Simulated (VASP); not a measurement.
Zn: single point with PBE

Crystal: Zn.

```
CELL_PARAMETERS angstrom
2.64533 0.00000 0.00000
-1.32266 2.29092 0.00000
0.00000 0.00000 5.02585
ATOMIC_POSITIONS crystal
Zn 0.33333 0.66667 0.25000
Zn 0.66667 0.33333 0.75000
```

| Property | Result |
| --- | --- |
| Program | VASP 6.6.1 |
| Task | single point |
| Functional | PBE |
| Potentials or basis | VASP PAW PBE potentials, release 64 (Zn) |
| Cutoff | 500 eV |
| k mesh | 27 × 27 × 12 |
| Occupations | gaussian, width 0.03 eV |
| Spin | no spin polarisation |

| Property | Result |
| --- | --- |
| Pressure | 0.3 GPa |
| Band gap on the k mesh | zero (bands 12 and 13 overlap by 4.74 eV) |

Stress tensor (GPa, compression positive):
```
0.41 0.00 0.00
0.00 0.41 0.00
0.00 0.00 0.17
```

Levels at points of the mesh, in eV from the Fermi level:
| k point | band 10 | band 11 | band 12 | band 13 | band 14 | band 15 |
| --- | --- | --- | --- | --- | --- | --- |
| (0.00, 0.00, 0.00) | -7.12 | -7.12 | -3.74 | -3.32 | 12.83 | 16.59 |
| (0.00, 0.00, 0.50) | -7.20 | -7.20 | -7.20 | 4.14 | 4.14 | 19.12 |

It took 2.5 min on 1 thread of Oxide Virtual Turin-like Processor, on a shared host, peak memory 0.29 GiB.
